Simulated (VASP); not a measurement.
# GaF (Pm-3m) in VASP: a series of runs, part 2 of 3

VASP 6.6.1. Earlier steps stand in the parts before.

## 3. Single point, r2SCANh

This run uses another cell than the first one, of 15.55 Å³/atom, 1.021 times its volume.

POSCAR

```
GaF
1.0
    3.1446715745      0.0000000000      0.0000000000
    0.0000000000      3.1446715745      0.0000000000
    0.0000000000      0.0000000000      3.1446715745
Ga F
1 1
Direct
    0.0000000000      0.0000000000      0.0000000000
    0.5000000000      0.5000000000      0.5000000000
```

INCAR.step1

```
SYSTEM = GaF
  PREC = Accurate
  ENCUT = 520
  EDIFF = 1E-5
  ISMEAR = -1
  SIGMA = 0.05
  LREAL = .FALSE.
  LASPH = .TRUE.
  NELM = 60
  ALGO = Normal
  ISIF = 2
  LWAVE = .TRUE.
  LCHARG = .FALSE.
  GGA = PE
  NBANDS = 17
```

INCAR.step2

```
SYSTEM = GaF
  PREC = Accurate
  ENCUT = 520
  EDIFF = 1E-6
  ISMEAR = -1
  SIGMA = 0.05
  LREAL = .FALSE.
  LASPH = .TRUE.
  NELM = 60
  ALGO = Normal
  ISIF = 2
  LWAVE = .FALSE.
  LCHARG = .FALSE.
  METAGGA = R2SCAN
  LHFCALC = .TRUE.
  AEXX = 0.1
  LMIXTAU = .TRUE.
  PRECFOCK = Normal
  ISTART = 1
  NBANDS = 17
```

KPOINTS

```
Automatic mesh
0
G
  4 4 4
  0 0 0
```

Potentials or basis: VASP PAW PBE potentials, release 64 (Ga_d, F).

Command:

```
> cat potpaw_PBE.64/Ga_d/POTCAR potpaw_PBE.64/F/POTCAR > POTCAR
> cp INCAR.step1 INCAR
> mpirun -np 1 vasp_std > vasp.out
> cp INCAR.step2 INCAR
> mpirun -np 1 vasp_std > vasp.out
```

OUTCAR:

```text
SYSTEM = GaF
   PREC = Accurate
   ENCUT = 520
   EDIFF = 1E-6
   ISMEAR = -1
   LREAL = .FALSE.
   LASPH = .TRUE.
   NELM = 60
   ISIF = 2
   METAGGA = R2SCAN
   LHFCALC = .TRUE.
   AEXX = 0.1
   PRECFOCK = Normal
   ISTART = 1

 ion  position               nearest neighbor table
   1  0.000  0.000  0.000-
   2  0.500  0.500  0.500-

  LATTYP: Found a simple cubic cell.
 ALAT       =     3.1446715745

  Lattice vectors:

 A1 = (   3.1446715745,   0.0000000000,   0.0000000000)
 A2 = (   0.0000000000,   3.1446715745,   0.0000000000)
 A3 = (   0.0000000000,   0.0000000000,   3.1446715745)

Analysis of symmetry for initial positions (statically):
=====================================================================
 Subroutine PRICEL returns:
 Original cell was already a primitive cell.

 Routine SETGRP: Setting up the symmetry group for a
 simple cubic supercell.

 Subroutine GETGRP returns: Found 48 space group operations
 (whereof 48 operations were pure point group operations)
 out of a pool of 48 trial point group operations.

The static configuration has the point symmetry O_h .

Analysis of symmetry for dynamics (positions and initial velocities):
=====================================================================
 Subroutine PRICEL returns:
 Original cell was already a primitive cell.

 Routine SETGRP: Setting up the symmetry group for a
 simple cubic supercell.

 Subroutine GETGRP returns: Found 48 space group operations
 (whereof 48 operations were pure point group operations)
 out of a pool of 48 trial point group operations.

The dynamic configuration has the point symmetry O_h .

 Subroutine INISYM returns: Found 48 space group operations
 (whereof 48 operations are pure point group operations),
 and found     1 'primitive' translations

----------------------------------------------------------------------------------------

                                     Primitive cell

  volume of cell :      31.0975

  direct lattice vectors                    reciprocal lattice vectors
     3.144671574  0.000000000  0.000000000     0.317998232  0.000000000  0.000000000
     0.000000000  3.144671574  0.000000000     0.000000000  0.317998232  0.000000000
     0.000000000  0.000000000  3.144671574     0.000000000  0.000000000  0.317998232

  length of vectors
     3.144671574  3.144671574  3.144671574     0.317998232  0.317998232  0.317998232

  position of ions in fractional coordinates (direct lattice)
     0.000000000  0.000000000  0.000000000
     0.500000000  0.500000000  0.500000000

  ion indices of the primitive-cell ions
   primitive index   ion index
                 1           1
                 2           2

----------------------------------------------------------------------------------------

 KPOINTS: Automatic mesh

Automatic generation of k-mesh.
 Grid dimensions read from file:
 generate k-points for:    4    4    4

 Generating k-lattice:

  Cartesian coordinates                     Fractional coordinates (reciprocal lattice)
     0.079499558  0.000000000  0.000000000     0.250000000  0.000000000  0.000000000
     0.000000000  0.079499558  0.000000000     0.000000000  0.250000000  0.000000000
     0.000000000  0.000000000  0.079499558     0.000000000  0.000000000  0.250000000

  Length of vectors
     0.079499558  0.079499558  0.079499558

  Shift w.r.t. Gamma in fractional coordinates (k-lattice)
     0.000000000  0.000000000  0.000000000

 Subroutine IBZKPT returns following result:
 ===========================================

 Found     10 irreducible k-points:

 Following reciprocal coordinates:
            Coordinates               Weight
  0.000000  0.000000  0.000000      1.000000
  0.250000  0.000000  0.000000      6.000000
  0.500000  0.000000  0.000000      3.000000
  0.250000  0.250000  0.000000     12.000000
  0.500000  0.250000  0.000000     12.000000
  0.500000  0.500000  0.000000      3.000000
  0.250000  0.250000  0.250000      8.000000
  0.500000  0.250000  0.250000     12.000000
  0.500000  0.500000  0.250000      6.000000
  0.500000  0.500000  0.500000      1.000000
   k-points           NKPTS =     10   k-points in BZ     NKDIM =     64   number of bands    NBANDS=     17
   number of dos      NEDOS =    301   number of ions     NIONS =      2
   total plane-waves  NPLWV =  13824
   dimension x,y,z NGX =    24 NGY =   24 NGZ =   24
   dimension x,y,z NGXF=    48 NGYF=   48 NGZF=   48
   ions per type =               1   1
   NGX,Y,Z   is equivalent  to a cutoff of  12.69, 12.69, 12.69 a.u.
   NGXF,Y,Z  is equivalent  to a cutoff of  25.38, 25.38, 25.38 a.u.
 SYSTEM =  GaF
   PREC   = accura    normal or accurate (medium, high low for compatibility)
   ISTART =      1    job   : 0-new  1-cont  2-samecut
   ICHARG =      0    charge: 1-file 2-atom 10-const
   ISPIN  =      1    spin polarized calculation?
   LNONCOLLINEAR =      F non collinear calculations
   LSORBIT =      F    spin-orbit coupling
   LASPH  =      T    aspherical Exc in radial PAW
   ENCUT  =  520.0 eV  38.22 Ry    6.18 a.u.   5.85  5.85  5.85*2*pi/ulx,y,z
   NELM   =     60;   NELMIN=  2; NELMDL=  0     # of ELM steps
   EDIFF  = 0.1E-05   stopping-criterion for ELM
   LREAL  =      F    real-space projection
   EDIFFG = 0.1E-04   stopping-criterion for IOM
   NSW    =      0    number of steps for IOM
   IBRION =     -1    ionic relax: 0-MD 1-quasi-New 2-CG
   NFREE  =      0    steps in history (QN), initial steepest desc. (CG)
   ISIF   =      2    stress and relaxation
   ISYM   =      3    0-nonsym 1-usesym 2-fastsym
   POTIM  = 0.5000    time-step for ionic-motion
   TEBEG  =    0.0;   TEEND  =   0.0 temperature during run
   PSTRESS=    0.0 pullay stress
   NELECT =      20.0000    total number of electrons
   NUPDOWN=      -1.0000    fix difference up-down
   EMIN   =  10.00;   EMAX   =-10.00  energy-range for DOS
   EFERMI =   0.00;   METHOD = LEGACY
   ISMEAR =    -1;   SIGMA  =   0.05  broadening in eV -4-tet -1-fermi 0-gaus
   EFERMI_NEDOS =   21; number of points for ismear=-14 and -15
   IALGO  =     38    algorithm
   IMIX   =      1    mixing-type and parameters
     AMIX     =   0.40;   BMIX     =  1.00
     AMIX_MAG =   1.60;   BMIX_MAG =  1.00
  volume/ion in A,a.u.               =      15.55       104.93
  Fermi-wavevector in a.u.,A,eV,Ry     =   1.413111  2.670392 27.169229  1.996882
  Thomas-Fermi vector in A             =   2.534790
   LORBIT       =      0    0 simple, 1 ext, 2 COOP (PROOUT), +10 PAW based schemes
   METAGGA = R2SCAN    functional components
   LHFCALC =     T    Hartree Fock is set to
   PRECFOCK=normal    Normal, Fast or Accurate (Low or Medium for compatibility)
   ENCUT4O =  -1.0   cutoff for four orbital integrals eV
   NKREDX  =     1    reduce k-point grid by
   NKREDY  =     1    reduce k-point grid by
   NKREDZ  =     1    reduce k-point grid by
   AEXX    =    0.1000 exact exchange contribution
   HFSCREEN=    0.0000 screening length (either q_TF or 0.3 A-1)
   HFSCREENC=   0.0000 screening length for correlation (either q_TF or 0.3 A-1)
   ENCUTFOCK=  -1.0 apply spherical cutoff to Coloumb kernel
   IVDW    =     0    specifies the selected vdW correction
   LEPSILON=     F    determine dielectric tensor
   LRPA    =     F    only Hartree local field effects (RPA)
 non-spin polarized calculation
  energy-cutoff  :      520.00
  volume of cell :       31.10
 maximum number of plane-waves:       856
 NGX is ok and might be reduce to    24
  NGX = 18; NGY = 18; NGZ = 18

 number of electron      19.9999982 magnetization

 Free energy of the ion-electron system (eV)
  ---------------------------------------------------
  ext. energy  EPLUGINS =         0.00000000
  ---------------------------------------------------
  free energy    TOTEN  =       -17.26033938 eV

  energy without entropy =      -17.26032730  energy(sigma->0) =      -17.26033334

 E-fermi :   2.8957     XC(G=0):  -9.8464

 val. band max:        2.5062345810   @ k =   0.5000   0.5000   0.5000
 cond. band min:       3.3401558720   @ k =   0.5000   0.0000   0.0000
 fundamental gap:      0.8339212910
 Fermi energy:         2.8957229020

 k-point     1 :       0.0000    0.0000    0.0000
  band No.  band energies     occupation
      1     -22.3630      2.00000
      2     -13.5391      2.00000
      3     -13.5391      2.00000
      4     -13.3689      2.00000
      5     -13.3689      2.00000
      6     -13.3689      2.00000
[... 177 lines left out ...]
      4     -13.4817      2.00000
      5     -13.3201      2.00000
      6     -13.3201      2.00000
[... 9 lines left out ...]
     16      15.7746      0.00000
     17      24.6427      0.00000

------------------------ aborting loop because EDIFF is reached ----------------------------------------

  FORCE on cell =-STRESS in cart. coord.  units (eV):
  Direction    XX          YY          ZZ          XY          YZ          ZX
  --------------------------------------------------------------------------------------
  -------------------------------------------------------------------------------------
  Total       -0.0741928     -0.0741928     -0.0741928     -0.0000000     -0.0000000      0.0000000
  in kB       -3.8224898     -3.8224898     -3.8224898     -0.0000000     -0.0000000      0.0000000
  external PRESSURE =      -3.8224898 kB  Pullay stress =       0.0000000 kB

 VOLUME and BASIS-vectors are now :
 -----------------------------------------------------------------------------
  energy-cutoff  :      520.00
  volume of cell :       31.10
      direct lattice vectors                 reciprocal lattice vectors
     3.144671574  0.000000000  0.000000000     0.317998232  0.000000000  0.000000000
     0.000000000  3.144671574  0.000000000     0.000000000  0.317998232  0.000000000
     0.000000000  0.000000000  3.144671574     0.000000000  0.000000000  0.317998232

 POSITION                                       TOTAL-FORCE (eV/Angst)
 -----------------------------------------------------------------------------------
      0.00000      0.00000      0.00000         0.000000      0.000000      0.000000
      1.57234      1.57234      1.57234         0.000000      0.000000      0.000000
 -----------------------------------------------------------------------------------
    total drift:                               -0.000001     -0.000000      0.000000

  FREE ENERGIE OF THE ION-ELECTRON SYSTEM (eV)
  ---------------------------------------------------
  free  energy   TOTEN  =       -17.2603393778 eV

  energy  without entropy=      -17.2603273016  energy(sigma->0) =      -17.26033334
```

Run time: 7.4 min. Hardware: 1 thread of AMD EPYC 7R43 (Zen 3), shared host; peak memory 0.11 GiB.

What came out:

```
Free energy            : -17.2603 eV
Pressure               : -0.4 GPa
Band gap on the k mesh : 0.83 eV, indirect (least direct gap 2.06 eV)
```

Levels at points of the mesh, in eV from the valence-band top:
```tsv
k point	band 6	band 7	band 8	band 9	band 10	band 11	band 12	band 13	band 14	band 15
(0.00, 0.00, 0.00)	-15.88	-6.65	-4.44	-4.44	-4.44	9.36	9.36	9.36	10.74	10.74
(0.50, 0.00, 0.00)	-15.87	-7.78	-4.16	-4.16	-1.22	0.83	9.46	9.46	13.65	15.30
(0.50, 0.50, 0.00)	-15.83	-5.88	-5.88	-4.06	-2.92	4.06	4.06	10.24	11.47	17.57
(0.50, 0.50, 0.50)	-15.83	-5.03	-5.03	-5.03	0.00	2.90	2.90	2.90	13.27	13.27
```

Caveat: the k points lie up to 0.50 Å⁻¹ apart; the PAW data sets were made with another functional, which shifts forces and pressure a little. A k mesh can miss the band edges.

(Part 2 of 3 ends here.)
